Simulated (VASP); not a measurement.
# Si3Te (Pm-3m) in VASP: a series of runs

The runs below take Si3Te through single point, relaxation of cell and atoms, with PBE.

Everything below comes from runs of VASP 6.6.1. Logs are shortened: lines on timing, memory, paths and dates and some standing lists are left out, and cuts for length are marked.

## (1) The cell of the first run

Symmetry: Pm-3m, No. 221, cubic system. Conventional cell: a = 4.244 Å, b = 4.244 Å, c = 4.244 Å, α = 90.00°, β = 90.00°, γ = 90.00°. Si (site symmetry 4/mmm) has 8 Si at 3.00 Å and 4 Te at 3.00 Å within 4.0 Å. Within 4.0 Å of Te (site symmetry m-3m) lie 12 Si at 3.00 Å.

The cell was built from a structure type or drawn by symmetry, and may not be a known phase.

## (2) Single point, PBE

INCAR

```
PREC     = Accurate       # precision mode
ENCUT    = 520            # plane-wave cutoff, eV
EDIFF    = 1E-6           # SCF threshold, eV
ISMEAR   = 0              # smearing method
SIGMA    = 0.1            # smearing width, eV
LREAL    = False          # projectors in reciprocal space
LASPH    = True           # aspherical terms in the spheres
NELM     = 80             # most SCF steps
ALGO     = Normal         # electronic algorithm
ISIF     = 2              # what is computed and relaxed
LWAVE    = False          # write WAVECAR
LCHARG   = True           # write CHGCAR
GGA      = PE             # functional
LELF     = True           # ELF
LVHAR    = True         
NBANDS   = 17             # bands
```

KPOINTS

```
Automatic mesh
0
Gamma
  4 4 4
```

POSCAR

```
Si3Te
1.0
    4.2438362543      0.0000000000      0.0000000000
    0.0000000000      4.2438362543      0.0000000000
    0.0000000000      0.0000000000      4.2438362543
Si Te
3 1
Direct
    0.0000000000      0.5000000000      0.5000000000
    0.5000000000      0.0000000000      0.5000000000
    0.5000000000      0.5000000000      0.0000000000
    0.0000000000      0.0000000000      0.0000000000
```

Potentials or basis: VASP PAW PBE potentials, release 64 (Si, Te).

Started as:

```console
$ cat potpaw_PBE.64/Si/POTCAR potpaw_PBE.64/Te/POTCAR > POTCAR
$ mpirun -np 1 vasp_std > vasp.out
```

OUTCAR:

```text
PREC = Accurate
   ENCUT = 520
   EDIFF = 1E-6
   ISMEAR = 0
   LREAL = False
   LASPH = True
   NELM = 80
   ISIF = 2
   GGA = PE

 ion  position               nearest neighbor table
   1  0.000  0.500  0.500-   2 3.00   3 3.00   4 3.00   3 3.00   4 3.00   2 3.00   4 3.00   4 3.00
                             2 3.00   3 3.00   3 3.00   2 3.00
   2  0.500  0.000  0.500-   1 3.00   3 3.00   4 3.00   3 3.00   4 3.00   1 3.00   3 3.00   3 3.00
                             1 3.00   4 3.00   4 3.00   1 3.00
   3  0.500  0.500  0.000-   1 3.00   2 3.00   4 3.00   1 3.00   2 3.00   2 3.00   4 3.00   2 3.00
                             1 3.00   4 3.00   1 3.00   4 3.00
   4  0.000  0.000  0.000-   1 3.00   2 3.00   3 3.00   1 3.00   2 3.00   1 3.00   3 3.00   1 3.00
                             2 3.00   3 3.00   2 3.00   3 3.00

  LATTYP: Found a simple cubic cell.
 ALAT       =     4.2438362543

  Lattice vectors:

 A1 = (   4.2438362543,   0.0000000000,   0.0000000000)
 A2 = (   0.0000000000,   4.2438362543,   0.0000000000)
 A3 = (   0.0000000000,   0.0000000000,   4.2438362543)

Analysis of symmetry for initial positions (statically):
=====================================================================
 Subroutine PRICEL returns:
 Original cell was already a primitive cell.

 Routine SETGRP: Setting up the symmetry group for a
 simple cubic supercell.

 Subroutine GETGRP returns: Found 48 space group operations
 (whereof 48 operations were pure point group operations)
 out of a pool of 48 trial point group operations.

The static configuration has the point symmetry O_h .

Analysis of symmetry for dynamics (positions and initial velocities):
=====================================================================
 Subroutine PRICEL returns:
 Original cell was already a primitive cell.

 Routine SETGRP: Setting up the symmetry group for a
 simple cubic supercell.

 Subroutine GETGRP returns: Found 48 space group operations
 (whereof 48 operations were pure point group operations)
 out of a pool of 48 trial point group operations.

The dynamic configuration has the point symmetry O_h .

 Subroutine INISYM returns: Found 48 space group operations
 (whereof 48 operations are pure point group operations),
 and found     1 'primitive' translations

----------------------------------------------------------------------------------------

                                     Primitive cell

  volume of cell :      76.4321

  direct lattice vectors                    reciprocal lattice vectors
     4.243836254  0.000000000  0.000000000     0.235635859  0.000000000  0.000000000
     0.000000000  4.243836254  0.000000000     0.000000000  0.235635859  0.000000000
     0.000000000  0.000000000  4.243836254     0.000000000  0.000000000  0.235635859

  length of vectors
     4.243836254  4.243836254  4.243836254     0.235635859  0.235635859  0.235635859

  position of ions in fractional coordinates (direct lattice)
     0.000000000  0.500000000  0.500000000
     0.500000000  0.000000000  0.500000000
     0.500000000  0.500000000  0.000000000
     0.000000000  0.000000000  0.000000000

  ion indices of the primitive-cell ions
   primitive index   ion index
                 1           1
                 2           2
                 3           3
                 4           4

----------------------------------------------------------------------------------------

 KPOINTS: Automatic mesh

Automatic generation of k-mesh.
 Grid dimensions read from file:
 generate k-points for:    4    4    4

 Generating k-lattice:

  Cartesian coordinates                     Fractional coordinates (reciprocal lattice)
     0.058908965  0.000000000  0.000000000     0.250000000  0.000000000  0.000000000
     0.000000000  0.058908965  0.000000000     0.000000000  0.250000000  0.000000000
     0.000000000  0.000000000  0.058908965     0.000000000  0.000000000  0.250000000

  Length of vectors
     0.058908965  0.058908965  0.058908965

  Shift w.r.t. Gamma in fractional coordinates (k-lattice)
     0.000000000  0.000000000  0.000000000

 Subroutine IBZKPT returns following result:
 ===========================================

 Found     10 irreducible k-points:

 Following reciprocal coordinates:
            Coordinates               Weight
  0.000000  0.000000  0.000000      1.000000
  0.250000  0.000000  0.000000      6.000000
  0.500000  0.000000  0.000000      3.000000
  0.250000  0.250000  0.000000     12.000000
  0.500000  0.250000  0.000000     12.000000
  0.500000  0.500000  0.000000      3.000000
  0.250000  0.250000  0.250000      8.000000
  0.500000  0.250000  0.250000     12.000000
  0.500000  0.500000  0.250000      6.000000
  0.500000  0.500000  0.500000      1.000000
   k-points           NKPTS =     10   k-points in BZ     NKDIM =     10   number of bands    NBANDS=     17
   number of dos      NEDOS =    301   number of ions     NIONS =      4
   total plane-waves  NPLWV =  32768
   dimension x,y,z NGX =    32 NGY =   32 NGZ =   32
   dimension x,y,z NGXF=    64 NGYF=   64 NGZF=   64
   ions per type =               3   1
   NGX,Y,Z   is equivalent  to a cutoff of  12.54, 12.54, 12.54 a.u.
   NGXF,Y,Z  is equivalent  to a cutoff of  25.07, 25.07, 25.07 a.u.
 SYSTEM =  unknown system
   PREC   = accura    normal or accurate (medium, high low for compatibility)
   ISTART =      0    job   : 0-new  1-cont  2-samecut
   ICHARG =      2    charge: 1-file 2-atom 10-const
   ISPIN  =      1    spin polarized calculation?
   LNONCOLLINEAR =      F non collinear calculations
   LSORBIT =      F    spin-orbit coupling
   LASPH  =      T    aspherical Exc in radial PAW
   ENCUT  =  520.0 eV  38.22 Ry    6.18 a.u.   7.89  7.89  7.89*2*pi/ulx,y,z
   NELM   =     80;   NELMIN=  2; NELMDL= -5     # of ELM steps
   EDIFF  = 0.1E-05   stopping-criterion for ELM
   LREAL  =      F    real-space projection
[... 7 lines left out ...]
   TEBEG  =    0.0;   TEEND  =   0.0 temperature during run
   PSTRESS=    0.0 pullay stress
   NELECT =      18.0000    total number of electrons
   NUPDOWN=      -1.0000    fix difference up-down
   EMIN   =  10.00;   EMAX   =-10.00  energy-range for DOS
   EFERMI =   0.00;   METHOD = LEGACY
   ISMEAR =     0;   SIGMA  =   0.10  broadening in eV -4-tet -1-fermi 0-gaus
   EFERMI_NEDOS =   21; number of points for ismear=-14 and -15
   IALGO  =     38    algorithm
   IMIX   =      4    mixing-type and parameters
     AMIX     =   0.40;   BMIX     =  1.00
     AMIX_MAG =   1.60;   BMIX_MAG =  1.00
  volume/ion in A,a.u.               =      19.11       128.95
  Fermi-wavevector in a.u.,A,eV,Ry     =   1.010975  1.910466 13.906110  1.022070
  Thomas-Fermi vector in A             =   2.143997
   LORBIT       =      0    0 simple, 1 ext, 2 COOP (PROOUT), +10 PAW based schemes
   GGA     = PE    functional components
   LHFCALC =     F    Hartree Fock is set to
   AEXX    =    0.0000 exact exchange contribution
   IVDW    =     0    specifies the selected vdW correction
   LEPSILON=     F    determine dielectric tensor
   LRPA    =     F    only Hartree local field effects (RPA)
 non-spin polarized calculation
 Gauss-broadening in eV      SIGMA  =   0.10
  energy-cutoff  :      520.00
  volume of cell :       76.43
 maximum number of plane-waves:      2103
 NGX is ok and might be reduce to    32
   NGX = 15   NGY = 15   NGZ = 15

 number of electron      18.0000001 magnetization

 Free energy of the ion-electron system (eV)
  ---------------------------------------------------
  ext. energy  EPLUGINS =         0.00000000
  ---------------------------------------------------
  free energy    TOTEN  =       -16.20273571 eV

  energy without entropy =      -16.18901057  energy(sigma->0) =      -16.19587314

 E-fermi :   8.9833     XC(G=0): -10.5779

 val. band max:        8.8662104287   @ k =   0.2500   0.2500   0.0000
 cond. band min:       8.9894733718   @ k =   0.5000   0.2500   0.2500
 fundamental gap:      0.1232629431
 Fermi energy:         8.9833420964

 k-point     1 :       0.0000    0.0000    0.0000
  band No.  band energies     occupation
      1      -5.5334      2.00000
      2       1.2584      2.00000
      3       3.3827      2.00000
      4       3.3827      2.00000
      5       3.3827      2.00000
      6       3.7955      2.00000
[... 9 lines left out ...]
     16      13.1862      0.00000
     17      13.6546      0.00000

 k-point     2 :       0.2500    0.0000    0.0000
  band No.  band energies     occupation
      1      -5.1284      2.00000
      2      -0.4732      2.00000
      3       2.5892      2.00000
      4       3.8448      2.00000
      5       3.8448      2.00000
      6       4.1344      2.00000
[... 9 lines left out ...]
     16      14.4756      0.00000
     17      14.4757      0.00000

 k-point     3 :       0.5000    0.0000    0.0000
  band No.  band energies     occupation
      1      -4.4760      2.00000
      2      -2.0048      2.00000
      3       2.8922      2.00000
      4       4.6309      2.00000
      5       4.7378      2.00000
      6       4.7378      2.00000
[... 9 lines left out ...]
     16      12.7280      0.00000
     17      14.9867      0.00000

 k-point     4 :       0.2500    0.2500    0.0000
  band No.  band energies     occupation
      1      -4.7391      2.00000
      2      -0.4281      2.00000
      3       0.6823      2.00000
      4       3.3725      2.00000
      5       4.3050      2.00000
      6       5.4371      2.00000
[... 9 lines left out ...]
     16      14.4275      0.00000
     17      16.2072      0.00000

 k-point     5 :       0.5000    0.2500    0.0000
  band No.  band energies     occupation
      1      -4.1334      2.00000
      2      -1.5109      2.00000
      3       1.0225      2.00000
      4       2.4299      2.00000
      5       5.1862      2.00000
      6       5.5695      2.00000
[... 9 lines left out ...]
     16      13.4530      0.00000
     17      17.9363      0.00000

 k-point     6 :       0.5000    0.5000    0.0000
  band No.  band energies     occupation
      1      -3.6475      2.00000
      2      -0.3137      2.00000
      3      -0.3137      2.00000
      4       0.3292      2.00000
      5       5.9692      2.00000
      6       6.9423      2.00000
[... 9 lines left out ...]
     16      14.3022      0.00000
     17      16.9328      0.00000

 k-point     7 :       0.2500    0.2500    0.2500
  band No.  band energies     occupation
      1      -4.3693      2.00000
      2      -0.3204      2.00000
      3       1.1786      2.00000
      4       1.1786      2.00000
      5       5.0291      2.00000
      6       5.0291      2.00000
[... 9 lines left out ...]
     16      14.9633      0.00000
     17      14.9777      0.00000

 k-point     8 :       0.5000    0.2500    0.2500
  band No.  band energies     occupation
      1      -3.8169      2.00000
      2      -1.0185      2.00000
      3       0.9475      2.00000
      4       2.4598      2.00000
      5       2.8762      2.00000
      6       3.6171      2.00000
[... 9 lines left out ...]
     16      13.4824      0.00000
     17      16.7158      0.00000

 k-point     9 :       0.5000    0.5000    0.2500
  band No.  band energies     occupation
      1      -3.3878      2.00000
      2       0.1929      2.00000
      3       0.1929      2.00000
      4       0.7521      2.00000
      5       3.2465      2.00000
      6       4.2043      2.00000
[... 9 lines left out ...]
     16      14.5990      0.00000
     17      17.4269      0.00000

 k-point    10 :       0.5000    0.5000    0.5000
  band No.  band energies     occupation
      1      -3.0646      2.00000
      2       1.5085      2.00000
      3       1.5085      2.00000
      4       1.5085      2.00000
      5       1.9339      2.00000
      6       1.9339      2.00000
[... 9 lines left out ...]
     16      15.0092      0.00000
     17      18.2570      0.00000

------------------------ aborting loop because EDIFF is reached ----------------------------------------

  FORCE on cell =-STRESS in cart. coord.  units (eV):
  Direction    XX          YY          ZZ          XY          YZ          ZX
  --------------------------------------------------------------------------------------
  -------------------------------------------------------------------------------------
  Total       -0.1969412     -0.1969412     -0.1969412     -0.0000000     -0.0000000     -0.0000000
  in kB       -4.1283014     -4.1283014     -4.1283014     -0.0000000     -0.0000000     -0.0000000
  external PRESSURE =      -4.1283014 kB  Pullay stress =       0.0000000 kB

 VOLUME and BASIS-vectors are now :
 -----------------------------------------------------------------------------
  energy-cutoff  :      520.00
  volume of cell :       76.43
      direct lattice vectors                 reciprocal lattice vectors
     4.243836254  0.000000000  0.000000000     0.235635859  0.000000000  0.000000000
     0.000000000  4.243836254  0.000000000     0.000000000  0.235635859  0.000000000
     0.000000000  0.000000000  4.243836254     0.000000000  0.000000000  0.235635859

 POSITION                                       TOTAL-FORCE (eV/Angst)
 -----------------------------------------------------------------------------------
      0.00000      2.12192      2.12192         0.000000      0.000000      0.000000
      2.12192      0.00000      2.12192         0.000000      0.000000      0.000000
      2.12192      2.12192      0.00000         0.000000      0.000000      0.000000
      0.00000      0.00000      0.00000         0.000000      0.000000      0.000000
 -----------------------------------------------------------------------------------
    total drift:                               -0.000000     -0.000000     -0.000000

  FREE ENERGIE OF THE ION-ELECTRON SYSTEM (eV)
  ---------------------------------------------------
  free  energy   TOTEN  =       -16.2027357126 eV

  energy  without entropy=      -16.1890105704  energy(sigma->0) =      -16.19587314
```

Run time: 10 s. Hardware: 1 thread of Intel Xeon Platinum 8488C (Sapphire Rapids), shared host; peak memory 0.18 GiB.

Results:

| Item | Value |
| --- | --- |
| Free energy | -16.2027 eV |
| Pressure | -0.4 GPa |
| Band gap on the k mesh | zero (bands 9 and 10 overlap by 6.23 eV) |

Caveat: the k points lie up to 0.37 Å⁻¹ apart, too coarse for converged energies and pressures of a metal; spin-orbit coupling is left out, which moves the levels of the heavy elements.

## (3) Single point, PBE

This run uses another cell than the first one, of 21.20 Å³/atom.

INCAR

```
ALGO = Normal
EDIFF = 1E-6
ENCUT = 520
GGA = PE
ISIF = 2
ISMEAR = 0
LASPH = T
LCHARG = F
LREAL = F
LWAVE = F
NBANDS = 17
NELM = 60
PREC = Accurate
SIGMA = 0.1
```

KPOINTS

```
k-points
0
Gamma
  4 4 4
```

POSCAR

```
Si3Te
1.0
    4.3936855200      0.0000000000      0.0000000000
    0.0000000000      4.3936855200      0.0000000000
    0.0000000000      0.0000000000      4.3936855200
Si Te
3 1
Direct
    0.0000000000      0.5000000000      0.5000000000
    0.5000000000      0.0000000000      0.5000000000
    0.5000000000      0.5000000000      0.0000000000
    0.0000000000      0.0000000000      0.0000000000
```

Potentials or basis: VASP PAW PBE potentials, release 64 (Si, Te).

Started as:

```console
$ cat potpaw_PBE.64/Si/POTCAR potpaw_PBE.64/Te/POTCAR > POTCAR
$ mpirun -np 1 vasp_std > vasp.out
```

Wall time 10 s (1 thread of Intel Xeon Platinum 8488C (Sapphire Rapids), shared host); peak memory 0.2 GiB.

The run converged. Its results:

* Free energy: -16.0397 eV
* Pressure: -5.2 GPa
* Band gap on the k mesh: zero (bands 9 and 10 overlap by 5.24 eV)

Levels at points of the mesh, in eV from the Fermi level:
```csv
k point,band 6,band 7,band 8,band 9,band 10,band 11
"(0.00, 0.00, 0.00)",-5.03,-5.03,0.87,0.87,0.87,1.54
"(0.50, 0.00, 0.00)",-3.78,-2.39,-2.39,-1.81,-1.13,2.21
"(0.50, 0.50, 0.00)",-1.97,-1.93,-1.93,-0.86,-0.76,-0.76
"(0.50, 0.50, 0.50)",-6.32,-6.32,-5.05,4.11,4.11,4.11
```

Caveat: the cell stands under tension; spin-orbit coupling is left out, which moves the levels of the heavy elements.

## (4) Relaxation of cell and atoms, PBE

This run uses another cell than the first one, of 21.20 Å³/atom.

INCAR

```
SYSTEM = Si3Te
ALGO     = Normal         ! electronic algorithm
EDIFF    = 1E-6           ! SCF threshold, eV
EDIFFG   = -0.04          ! ionic threshold
ENCUT    = 600            ! plane-wave cutoff, eV
GGA      = PE             ! functional
IBRION   = 2              ! ionic algorithm
ISIF     = 3              ! what is computed and relaxed
ISMEAR   = 0              ! smearing method
LASPH    = .True.         ! aspherical terms in the spheres
LCHARG   = .False.        ! write CHGCAR
LREAL    = .False.        ! projectors in reciprocal space
LWAVE    = .False.        ! write WAVECAR
NELM     = 80             ! most SCF steps
NSW      = 90             ! ionic steps
PREC     = Accurate       ! precision mode
SIGMA    = 0.1            ! smearing width, eV
```

KPOINTS

```
k-points
0
Gamma
  4 4 4
  0 0 0
```

POSCAR is that of step 3.

Started as:

```console
$ cat potpaw_PBE.64/Si/POTCAR potpaw_PBE.64/Te/POTCAR > POTCAR
$ mpirun -np 1 vasp_std > vasp.out
```

Wall time 25 s (1 thread of Intel Xeon Platinum 8488C (Sapphire Rapids), shared host); peak memory 0.21 GiB.

The run converged. Its results:

```yaml
Free_energy: -16.2037 eV
Relaxed_volume: 18.99 Å³/atom
Relaxed_cell: a = 4.235 Å, b = 4.235 Å, c = 4.235 Å, α = 90.00°, β = 90.00°, γ = 90.00°
Space_group_after_relaxing_to_0.1_Å: Pm-3m (No. 221)
Energy_gained_by_relaxing: 41.0 meV/atom
Ionic_steps: 3
Pressure_after_relaxing: 0.0 GPa
Band_gap_on_the_k_mesh: zero (bands 9 and 10 overlap by 6.30 eV)
```

Step by step:
| step | energy change (eV) | largest force (eV/Å) | pressure (GPa) | volume (Å³) |
| --- | --- | --- | --- | --- |
| 1 | 0.0000 | 0.0000 | -5.14 | 84.82 |
| 2 | -0.1623 | 0.0000 | -0.66 | 76.74 |
| 3 | -0.1639 | 0.0000 | 0.00 | 75.98 |

Final structure:
```
Si Te
1.0
     4.23544    0.00000    0.00000
     0.00000    4.23544    0.00000
     0.00000    0.00000    4.23544
Si Te
3 1
Cartesian
  0.0000 2.1177 2.1177
  2.1177 0.0000 2.1177
  2.1177 2.1177 0.0000
  0.0000 0.0000 0.0000
```

Levels at points of the mesh, in eV from the Fermi level:
| k point | band 5 | band 6 | band 7 | band 8 | band 9 | band 10 | band 11 | band 12 |
| --- | --- | --- | --- | --- | --- | --- | --- | --- |
| (0.00, 0.00, 0.00) | -5.64 | -5.19 | -5.19 | 1.00 | 1.00 | 1.00 | 1.63 | 1.63 |
| (0.50, 0.00, 0.00) | -4.28 | -4.28 | -2.76 | -2.76 | -2.14 | -1.51 | 2.77 | 2.77 |
| (0.50, 0.50, 0.00) | -3.04 | -2.05 | -1.83 | -1.83 | -1.00 | -1.00 | -0.76 | -0.75 |
| (0.50, 0.50, 0.50) | -7.10 | -7.10 | -7.10 | -5.66 | 4.79 | 4.79 | 4.79 | 5.53 |

Caveat: spin-orbit coupling is left out, which moves the levels of the heavy elements.

(Part 1 of 2 ends here.)
